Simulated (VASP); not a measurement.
**Zn: relaxation of cell and atoms with PBEsol**

Crystal: Zn.

```
Zn
1.0
     2.79000    0.00000    0.00000
    -1.39500    2.41621    0.00000
     0.00000    0.00000    4.55607
Zn
2
Direct
  0.33333 0.66667 0.25000
  0.66667 0.33333 0.75000
```

```yaml
Program: VASP 6.6.1
Task: relaxation of cell and atoms
Functional: PBEsol
Potentials_or_basis: VASP PAW PBE potentials, release 64 (Zn)
Cutoff: 600 eV
k_mesh: 7 × 7 × 4
Occupations: gaussian, width 0.1 eV
Spin: no spin polarisation
Target_pressure: 60 GPa
Dipole_correction: no
Further_INCAR_settings: ALGO = Normal; EDIFF = 1e-07; IBRION = 2; EDIFFG = -0.02; NSW = 60; ISIF = 3
```

```json
{
  "Relaxed volume": "10.41 Å³/atom",
  "Relaxed cell": "a = 2.407 Å, b = 2.407 Å, c = 4.151 Å, α = 90.00°, β = 90.00°, γ = 120.00°",
  "Space group after relaxing (to 0.05 Å)": "P6_3/mmc (No. 194)",
  "Energy change on relaxing (the enthalpy is what falls)": "+460.5 meV/atom",
  "Ionic steps": "12",
  "Pressure after relaxing": "60.0 GPa",
  "Band gap on the k mesh": "zero (band 12 reaches 7.49 eV, above the bottom of band 13 at 4.76 eV)"
}
```

The path:
```
step  energy change (eV)  largest force (eV/Å)  pressure (GPa)  volume (Å³)
   1              0.0000                0.0000           -5.79        30.71
   2             23.8712                0.0000         1149.97        10.33
   3             -0.0199                0.0000            6.85        26.64
   4              0.1577                0.0000           19.58        24.29
   5              1.3790                0.0000           79.04        19.80
   6              0.8958                0.0000           57.43        20.95
   7              0.9597                0.0000           60.35        20.77
   8              1.0259                0.0000           63.35        20.60
   9              1.0151                0.0000           64.35        20.58
  10              1.0108                0.0000           64.01        20.59
  11              0.7723                0.0000           53.22        21.24
  12              0.9209                0.0000           60.00        20.82
```

Final structure:
```cif
data_structure
_symmetry_space_group_name_H-M 'P 1'
_symmetry_Int_Tables_number 1
_cell_length_a 2.4067
_cell_length_b 2.4067
_cell_length_c 4.1506
_cell_angle_alpha 90.000
_cell_angle_beta 90.000
_cell_angle_gamma 120.000
_cell_volume 20.82
loop_
_atom_site_label
_atom_site_type_symbol
_atom_site_fract_x
_atom_site_fract_y
_atom_site_fract_z
_atom_site_occupancy
Zn1 Zn 0.33333 0.66667 0.25000 1
Zn2 Zn 0.66667 0.33333 0.75000 1
```

Levels at points of the mesh, in eV from the Fermi level:
```
           k point  band 8  band 9  band 10  band 11  band 12  band 13  band 14  band 15  band 16
(0.00, 0.00, 0.00)   -8.99   -8.99    -8.42    -8.42    -5.94    -2.06    20.49    20.53    20.53
(0.00, 0.00, 0.50)   -9.57   -8.62    -8.62    -8.62    -8.62     7.33     7.33    21.29    21.29
```

Run time: 68 s on 1 thread of Intel(R) Xeon(R) Platinum 8488C (Sapphire Rapids), with other jobs on the host, peak memory 0.17 GiB.

Caveat: the k points lie up to 0.43 Å⁻¹ apart in the final cell; the cell is relaxed towards a set pressure, so the enthalpy falls and the energy may rise; the volume moved by over 15 % at a fixed basis, so the end points are rough; the PAW data sets were made with another functional, which shifts forces and pressure a little.
